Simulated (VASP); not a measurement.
# C (R-3m) in VASP: further runs

Aim: see how the results for C move with the level of theory and the settings. Levels: PBE+D3(BJ), PBE+D4. Tasks: single point.

Everything below comes from runs of VASP 6.6.1. Logs are shortened: lines on timing, memory, paths and dates and some standing lists are left out, and cuts for length are marked.

### Step 1. The cell of the first run

It takes space group R-3m (No. 166, trigonal). The conventional cell has a = 2.465 Å, b = 2.465 Å, c = 20.807 Å, α = 90.00°, β = 90.00°, γ = 120.00°. Within 1.9 Å of C (site symmetry 3m) lie 3 C at 1.42 Å. Within 1.9 Å of C (site symmetry 3m) lie 3 C at 1.42 Å.

### Step 2. Single point, PBE+D3(BJ)

The input, INCAR:

```
PREC = Accurate
ENCUT = 520
EDIFF = 1E-7
ISMEAR = 0
SIGMA = 0.03
LREAL = False
LASPH = True
NELM = 80
ALGO = Normal
ISIF = 2
LWAVE = False
LCHARG = False
GGA = PE
IVDW = 12
NBANDS = 36
```

The input, KPOINTS:

```
Automatic mesh
0
Gamma
  15 15 2
```

The input, POSCAR:

```
C
1.0
   -2.4647935466      0.0000000000      0.0000000000
   -1.2323967733     -2.1345738265      0.0000000000
    0.0000000000      0.0000000000     20.8066193286
C
12
Direct
    0.6666666667      0.6666666667      0.4144548605
    1.0000000000      1.0000000000      0.0811215272
    0.3333333333      0.3333333333      0.7477881939
    0.6666666667      0.6666666667      0.2522118061
    1.0000000000      1.0000000000      0.9188784728
    0.3333333333      0.3333333333      0.5855451395
    0.6666666667      0.6666666667      0.5855255462
    1.0000000000      0.0000000000      0.2521922129
    0.3333333333      0.3333333333      0.9188588796
    0.6666666667      0.6666666667      0.0811411204
    1.0000000000      0.0000000000      0.7478077871
    0.3333333333      0.3333333333      0.4144744538
```

Potentials or basis: VASP PAW PBE potentials, release 64 (C).

Launch:

```console
$ cat potpaw_PBE.64/C/POTCAR > POTCAR
$ mpirun -np 1 vasp_std > vasp.out
```

OUTCAR:

```text
PREC = Accurate
   ENCUT = 520
   EDIFF = 1E-7
   ISMEAR = 0
   LREAL = False
   LASPH = True
   NELM = 80
   ISIF = 2
   GGA = PE
   IVDW = 12
 IVDW          = 12

 ion  position               nearest neighbor table
   1  0.667  0.667  0.414-  12 1.42  12 1.42  12 1.42
   2  0.000  0.000  0.081-  10 1.42  10 1.42  10 1.42
   3  0.333  0.333  0.748-  11 1.42  11 1.42  11 1.42
   4  0.667  0.667  0.252-   8 1.42   8 1.42   8 1.42
   5  0.000  0.000  0.919-   9 1.42   9 1.42   9 1.42
   6  0.333  0.333  0.586-   7 1.42   7 1.42   7 1.42
   7  0.667  0.667  0.586-   6 1.42   6 1.42   6 1.42
   8  0.000  0.000  0.252-   4 1.42   4 1.42   4 1.42
   9  0.333  0.333  0.919-   5 1.42   5 1.42   5 1.42
  10  0.667  0.667  0.081-   2 1.42   2 1.42   2 1.42
  11  0.000  0.000  0.748-   3 1.42   3 1.42   3 1.42
  12  0.333  0.333  0.414-   1 1.42   1 1.42   1 1.42

  LATTYP: Found a hexagonal cell.
 ALAT       =     2.4647935467
 C/A-ratio  =     8.4415262109

  Lattice vectors:

 A1 = (   1.2323967733,   2.1345738265,   0.0000000000)
 A2 = (  -2.4647935466,   0.0000000000,   0.0000000000)
 A3 = (   0.0000000000,   0.0000000000,  20.8066193286)

Analysis of symmetry for initial positions (statically):
=====================================================================
 Subroutine PRICEL returns following result:

  LATTYP: Found a trigonal (rhomboedric) cell.
 ALAT       =     7.0800269105
 COS(alpha) =     0.9394015824

  Lattice vectors:

 A1 = (   0.0000000001,   1.4230492177,  -6.9355397755)
 A2 = (   1.2323967731,  -0.7115246090,  -6.9355397776)
 A3 = (  -1.2323967732,  -0.7115246088,  -6.9355397755)

   3 primitive cells build up your supercell.

 Routine SETGRP: Setting up the symmetry group for a
 hexagonal supercell.

 Subroutine GETGRP returns: Found 12 space group operations
 (whereof 12 operations were pure point group operations)
 out of a pool of 24 trial point group operations.

The static configuration has the point symmetry D_3d.

Analysis of symmetry for dynamics (positions and initial velocities):
=====================================================================
 Subroutine PRICEL returns following result:

[... 129 lines left out ...]
   ISIF   =      2    stress and relaxation
   ISYM   =      2    0-nonsym 1-usesym 2-fastsym
   POTIM  = 0.5000    time-step for ionic-motion
   TEBEG  =    0.0;   TEEND  =   0.0 temperature during run
   PSTRESS=    0.0 pullay stress
   NELECT =      48.0000    total number of electrons
   NUPDOWN=      -1.0000    fix difference up-down
   EMIN   =  10.00;   EMAX   =-10.00  energy-range for DOS
   EFERMI =   0.00;   METHOD = LEGACY
   ISMEAR =     0;   SIGMA  =   0.03  broadening in eV -4-tet -1-fermi 0-gaus
   EFERMI_NEDOS =   21; number of points for ismear=-14 and -15
   IALGO  =     38    algorithm
   IMIX   =      4    mixing-type and parameters
     AMIX     =   0.40;   BMIX     =  1.00
     AMIX_MAG =   1.60;   BMIX_MAG =  1.00
  volume/ion in A,a.u.               =       9.12        61.56
  Fermi-wavevector in a.u.,A,eV,Ry     =   1.243724  2.350298 21.046178  1.546850
  Thomas-Fermi vector in A             =   2.378023
   LORBIT       =      0    0 simple, 1 ext, 2 COOP (PROOUT), +10 PAW based schemes
   GGA     = PE    functional components
   LHFCALC =     F    Hartree Fock is set to
   AEXX    =    0.0000 exact exchange contribution
   IVDW    =    12    specifies the selected vdW correction
   LEPSILON=     F    determine dielectric tensor
   LRPA    =     F    only Hartree local field effects (RPA)
 non-spin polarized calculation
 Gauss-broadening in eV      SIGMA  =   0.03
  energy-cutoff  :      520.00
  volume of cell :      109.47
 maximum number of plane-waves:      2998
   NGX =  9   NGY =  9   NGZ = 77

 number of electron      47.9999986 magnetization

 Free energy of the ion-electron system (eV)
  ---------------------------------------------------
  ext. energy  EPLUGINS =         0.00000000
  ---------------------------------------------------
  free energy    TOTEN  =      -110.55377705 eV

  energy without entropy =     -110.55377705  energy(sigma->0) =     -110.55377705

 E-fermi :   4.3991     XC(G=0): -10.0873

 val. band max:        4.2761495158   @ k =  -0.3333   0.3333   0.0000
 cond. band min:       4.5206679703   @ k =  -0.3333   0.3333   0.0000
 fundamental gap:      0.2445184545
 Fermi energy:         4.3991374803

 k-point     1 :       0.0000    0.0000    0.0000
  band No.  band energies     occupation
      1     -15.2283      2.00000
      2     -15.1750      2.00000
      3     -15.1750      2.00000
      4     -15.0493      2.00000
      5     -15.0493      2.00000
      6     -14.9914      2.00000
[... 925 lines left out ...]
     35      15.0998      0.00000
     36      15.2959      0.00000

 [... further k-points ...]

------------------------ aborting loop because EDIFF is reached ----------------------------------------

 Edisp (eV)   -1.80417

 E8    (eV) :    -0.5091

  FORCE on cell =-STRESS in cart. coord.  units (eV):
  Direction    XX          YY          ZZ          XY          YZ          ZX
  --------------------------------------------------------------------------------------
  -------------------------------------------------------------------------------------
  Total       0.50494     0.50494    -0.12057     0.00000    -0.00000     0.00000
  in kB       7.39018     7.39018    -1.76466     0.00000    -0.00000     0.00000
  external pressure =        4.34 kB  Pullay stress =        0.00 kB

 VOLUME and BASIS-vectors are now :
 -----------------------------------------------------------------------------
  energy-cutoff  :      520.00
  volume of cell :      109.47
      direct lattice vectors                 reciprocal lattice vectors
    -2.464793547  0.000000000  0.000000000    -0.405713493  0.234238795  0.000000000
    -1.232396773 -2.134573827  0.000000000     0.000000000 -0.468477589  0.000000000
     0.000000000  0.000000000 20.806619329     0.000000000  0.000000000  0.048061628

 POSITION                                       TOTAL-FORCE (eV/Angst)
 -----------------------------------------------------------------------------------
     -2.46479     -1.42305      8.62340         0.000000      0.000000      0.002086
      0.00000      0.00000      1.68786         0.000000      0.000000      0.002086
     -1.23240     -0.71152     15.55894        -0.000000      0.000000      0.002086
     -2.46479     -1.42305      5.24768        -0.000000      0.000000     -0.002086
      0.00000      0.00000     19.11875         0.000000     -0.000000     -0.002086
     -1.23240     -0.71152     12.18321        -0.000000     -0.000000     -0.002086
     -2.46479     -1.42305     12.18281         0.000000     -0.000000     -0.002905
      0.00000      0.00000      5.24727         0.000000     -0.000000     -0.002905
     -1.23240     -0.71152     19.11835         0.000000     -0.000000     -0.002905
     -2.46479     -1.42305      1.68827        -0.000000      0.000000      0.002905
      0.00000      0.00000     15.55935        -0.000000      0.000000      0.002905
     -1.23240     -0.71152      8.62381        -0.000000     -0.000000      0.002905
 -----------------------------------------------------------------------------------
    total drift:                               -0.000000      0.000000      0.000000

  FREE ENERGIE OF THE ION-ELECTRON SYSTEM (eV)
  ---------------------------------------------------
  free  energy   TOTEN  =      -112.3579512710 eV

  energy  without entropy=     -112.3579512709  energy(sigma->0) =     -112.35795127
```

Run time: 6.4 min. Hardware: 1 thread of Intel Xeon 8259CL, shared host; peak memory 0.3 GiB.

What came out:

- Free energy: -112.3580 eV
- Pressure: 0.4 GPa
- Dispersion energy per atom: -0.150 eV

Forces in eV/Å, atoms in the order of the input:
```
C    0.000  0.000  0.002
C    0.000  0.000  0.002
C    0.000  0.000  0.002
C    0.000  0.000 -0.002
C    0.000  0.000 -0.002
C    0.000  0.000 -0.002
C    0.000  0.000 -0.003
C    0.000  0.000 -0.003
C    0.000  0.000 -0.003
C    0.000  0.000  0.003
C    0.000  0.000  0.003
C    0.000  0.000  0.003
```

### Step 3. Single point, PBE+D4

This run uses another cell than the first one: it holds 4 atoms, not 12.

The input, INCAR:

```
SYSTEM = C
ALGO = Normal
EDIFF = 1E-7
ENCUT = 520
GGA = PE
ISIF = 2
ISMEAR = 0
IVDW = 13
LASPH = .TRUE.
LCHARG = .FALSE.
LREAL = .FALSE.
LWAVE = .FALSE.
NBANDS = 16
NELM = 100
PREC = Accurate
SIGMA = 0.01
```

The input, KPOINTS:

```
k-points
0
G
  18 18 18
  0 0 0
```

The input, POSCAR:

```
C
1.0
    1.2299362330      0.7101040152      6.8500834759
   -1.2299362330      0.7101040152      6.8500834759
    0.0000000000     -1.4202080305      6.8500834759
C
4
Direct
    0.0811307187      0.0811307187      0.0811307187
    0.9188692813      0.9188692813      0.9188692813
    0.2521803844      0.2521803844      0.2521803844
    0.7478196156      0.7478196156      0.7478196156
```

Potentials or basis: VASP PAW PBE potentials, release 64 (C).

Launch:

```console
$ cat potpaw_PBE.64/C/POTCAR > POTCAR
$ mpirun -np 1 vasp_std > vasp.out
```

Run time: 71 min. Hardware: 1 thread of Intel Xeon 8259CL, shared host; peak memory 0.54 GiB.

Results (log left out):

| Property | Result |
| --- | --- |
| Free energy | -37.5272 eV |
| Pressure | 0.5 GPa |
| Dispersion energy per atom | -0.172 eV |

Stress tensor (GPa, compression positive):
```
 0.73  0.00  0.00
 0.00  0.73  0.00
 0.00  0.00 -0.08
```

### Step 4. Single point, PBE+D3(BJ)

This run uses another cell than the first one: it holds 4 atoms, not 12.

The input, INCAR:

```
SYSTEM = C
PREC = Accurate ; ENCUT = 520
EDIFF = 1E-6 ; ISMEAR = 0
SIGMA = 0.01 ; LREAL = .FALSE.
LASPH = .TRUE. ; NELM = 80
ALGO = Normal ; ISIF = 2
LWAVE = .FALSE. ; LCHARG = .FALSE.
GGA = PE ; IVDW = 12
NBANDS = 16
```

The input, KPOINTS:

```
regular mesh
0
G
  18 18 18
  0 0 0
```

The input, POSCAR:

```
C
1.0
    1.2323967733      0.7115246088      6.9355397762
   -1.2323967733      0.7115246088      6.9355397762
    0.0000000000     -1.4230492177      6.9355397762
C
4
Direct
    0.0811215272      0.0811215272      0.0811215272
    0.9188784728      0.9188784728      0.9188784728
    0.2521922129      0.2521922129      0.2521922129
    0.7478077871      0.7478077871      0.7478077871
```

Potentials or basis: VASP PAW PBE potentials, release 64 (C).

Launch:

```console
$ cat potpaw_PBE.64/C/POTCAR > POTCAR
$ mpirun -np 1 vasp_std > vasp.out
```

OUTCAR:

```text
SYSTEM = C
   PREC = Accurate
   ENCUT = 520
   EDIFF = 1E-6
   ISMEAR = 0
   LREAL = .FALSE.
   LASPH = .TRUE.
   NELM = 80
   ISIF = 2
   GGA = PE
   IVDW = 12
 IVDW          = 12

 ion  position               nearest neighbor table
   1  0.081  0.081  0.081-   4 1.42   4 1.42   4 1.42
   2  0.919  0.919  0.919-   3 1.42   3 1.42   3 1.42
   3  0.252  0.252  0.252-   2 1.42   2 1.42   2 1.42
   4  0.748  0.748  0.748-   1 1.42   1 1.42   1 1.42

  LATTYP: Found a trigonal (rhomboedric) cell.
 ALAT       =     7.0800269112
 COS(alpha) =     0.9394015824

  Lattice vectors:

 A1 = (   1.2323967733,   0.7115246088,   6.9355397762)
 A2 = (  -1.2323967733,   0.7115246088,   6.9355397762)
 A3 = (   0.0000000000,  -1.4230492177,   6.9355397762)

Analysis of symmetry for initial positions (statically):
=====================================================================
 Subroutine PRICEL returns:
 Original cell was already a primitive cell.

 Routine SETGRP: Setting up the symmetry group for a
 trigonal (rhombohedral) supercell.
[... 173 lines left out ...]

 val. band max:        4.2765566047   @ k =  -0.3333   0.3333   0.0000
 cond. band min:       4.5211197517   @ k =  -0.3333   0.3333   0.0000
 fundamental gap:      0.2445631470
 Fermi energy:         4.3823422065

 k-point     1 :       0.0000    0.0000    0.0000
  band No.  band energies     occupation
      1     -15.2278      2.00000
      2     -14.9909      2.00000
      3      -3.9929      2.00000
      4      -2.3172      2.00000
      5       1.3851      2.00000
      6       1.3851      2.00000
[... 433 lines left out ...]
      3      -3.0375      2.00000
      4      -2.9894      2.00000
      5      -2.1439      2.00000
      6      -0.8558      2.00000
[... 8 lines left out ...]
     15      17.2685      0.00000
     16      17.3660      0.00000

 [... further k-points ...]

------------------------ aborting loop because EDIFF is reached ----------------------------------------

 Edisp (eV)   -0.60139

 E8    (eV) :    -0.1697

  FORCE on cell =-STRESS in cart. coord.  units (eV):
  Direction    XX          YY          ZZ          XY          YZ          ZX
  --------------------------------------------------------------------------------------
  -------------------------------------------------------------------------------------
  Total       0.16297     0.16297    -0.02693    -0.00000     0.00000     0.00000
  in kB       7.15575     7.15575    -1.18223    -0.00000     0.00000     0.00000
  external pressure =        4.38 kB  Pullay stress =        0.00 kB

 VOLUME and BASIS-vectors are now :
 -----------------------------------------------------------------------------
  energy-cutoff  :      520.00
  volume of cell :       36.49
      direct lattice vectors                 reciprocal lattice vectors
     1.232396773  0.711524609  6.935539776     0.405713493  0.234238795  0.048061628
    -1.232396773  0.711524609  6.935539776    -0.405713493  0.234238795  0.048061628
     0.000000000 -1.423049218  6.935539776     0.000000000 -0.468477589  0.048061628

 POSITION                                       TOTAL-FORCE (eV/Angst)
 -----------------------------------------------------------------------------------
      0.00000     -0.00000      1.68786         0.000000     -0.000000      0.000946
      0.00000     -0.00000     19.11875         0.000000      0.000000     -0.000946
      0.00000     -0.00000      5.24727         0.000000      0.000000     -0.000909
      0.00000     -0.00000     15.55935         0.000000     -0.000000      0.000909
 -----------------------------------------------------------------------------------
    total drift:                               -0.000000     -0.000000      0.000000

  FREE ENERGIE OF THE ION-ELECTRON SYSTEM (eV)
  ---------------------------------------------------
  free  energy   TOTEN  =       -37.4531779770 eV

  energy  without entropy=      -37.4531779770  energy(sigma->0) =      -37.45317798
```

OSZICAR:

```text
N       E                     dE             d eps       ncg     rms          rms(c)
DAV:   1     0.348415591824E+02    0.34842E+02   -0.79129E+03 18616   0.919E+02
DAV:   2    -0.364489294390E+02   -0.71290E+02   -0.64847E+02 26192   0.190E+02
DAV:   3    -0.392238636382E+02   -0.27749E+01   -0.27594E+01 24840   0.350E+01
DAV:   4    -0.392477715595E+02   -0.23908E-01   -0.23899E-01 23032   0.389E+00
DAV:   5    -0.392481548010E+02   -0.38324E-03   -0.38321E-03 24248   0.467E-01    0.894E+00
DAV:   6    -0.374251918718E+02    0.18230E+01   -0.12303E+00 22088   0.697E+00    0.522E+00
DAV:   7    -0.368426077199E+02    0.58258E+00   -0.15223E+00 23184   0.787E+00    0.147E+00
DAV:   8    -0.368527847204E+02   -0.10177E-01   -0.72136E-02 22168   0.160E+00    0.311E-01
DAV:   9    -0.368515498173E+02    0.12349E-02   -0.19732E-03 24496   0.310E-01    0.968E-02
DAV:  10    -0.368517823933E+02   -0.23258E-03   -0.59809E-04 20232   0.155E-01    0.595E-02
DAV:  11    -0.368517853823E+02   -0.29890E-05   -0.25445E-05 23256   0.348E-02    0.402E-03
DAV:  12    -0.368517864212E+02   -0.10389E-05   -0.15492E-06 21928   0.876E-03    0.366E-03
DAV:  13    -0.368517865696E+02   -0.14845E-06   -0.25079E-07 16600   0.389E-03
   1 F= -.37453178E+02 E0= -.37453178E+02  d E =-.724089E-53
```

Run time: 62 min. Hardware: 1 thread of Intel Xeon 8259CL, shared host; peak memory 0.54 GiB.

What came out:

| Item | Value |
| --- | --- |
| Free energy | -37.4532 eV |
| Pressure | 0.4 GPa |
| Dispersion energy per atom | -0.150 eV |

Stress tensor (GPa, compression positive):
```
 0.72  0.00  0.00
 0.00  0.72  0.00
 0.00  0.00 -0.12
```

### Step 5. Summary

```tsv
level	cell	k mesh	smearing	pressure (GPa)
PBE+D3(BJ)	a = 2.465, b = 2.465, c = 20.807 Å, angles 90.0, 90.0, 60.0°, 12 atoms, atomic positions A	15 × 15 × 2	gaussian 0.03 eV	0.4
PBE+D4	a = 6.996 Å, angles 20.3°, 4 atoms, atomic positions B	18 × 18 × 18	gaussian 0.01 eV	0.5
PBE+D3(BJ)	a = 7.080 Å, angles 20.0°, 4 atoms, atomic positions B	18 × 18 × 18	gaussian 0.01 eV	0.4
```

Alike in all rows: task single point; potentials or basis VASP PAW PBE potentials, release 64 (C); no spin polarisation; cutoff (eV) 520.

Absolute energies hang on the potentials; compare differences alone.
